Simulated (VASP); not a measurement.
Runs of VASP 6.6.1 on BN. The structure is that of space group P6_3mc (No. 186), or close to it. The cells are those of the table. 

```csv
cell,gap on the mesh (eV),pressure (GPa),largest force (eV/Å)
"a = 2.555, b = 2.555, c = 4.225 Å, angles 90.6, 88.7, 120.0°, 4 atoms",(d),0.3,(c)
"a = 2.555, b = 2.555, c = 4.225 Å, angles 90.2, 89.6, 120.0°, 4 atoms",5.21,0.2,0.02
"a = 2.555, b = 2.555, c = 4.225 Å, angles 90.4, 89.1, 120.0°, 4 atoms",5.20,0.3,(b)
"a = 2.555, b = 2.555, c = 4.225 Å, angles 91.1, 87.9, 120.0°, 4 atoms",5.16,(a),0.09
"a = 2.555, b = 2.555, c = 4.225 Å, angles 89.1, 91.7, 120.0°, 4 atoms",5.17,0.4,0.07
"a = 2.555, b = 2.555, c = 4.226 Å, angles 91.3, 87.4, 120.0°, 4 atoms",5.14,0.6,0.12
```

Alike in all rows: task single point; level PBE; potentials or basis VASP PAW PBE potentials, release 64 (B, N); no spin polarisation; k mesh 12 × 12 × 6; cutoff (eV) 520; smearing gaussian 0.05 eV.

Task: Fill in the values left out.

Result: (a) 0.5; (b) 0.04; (c) 0.05; (d) 5.19.

A k mesh can miss the band edges.
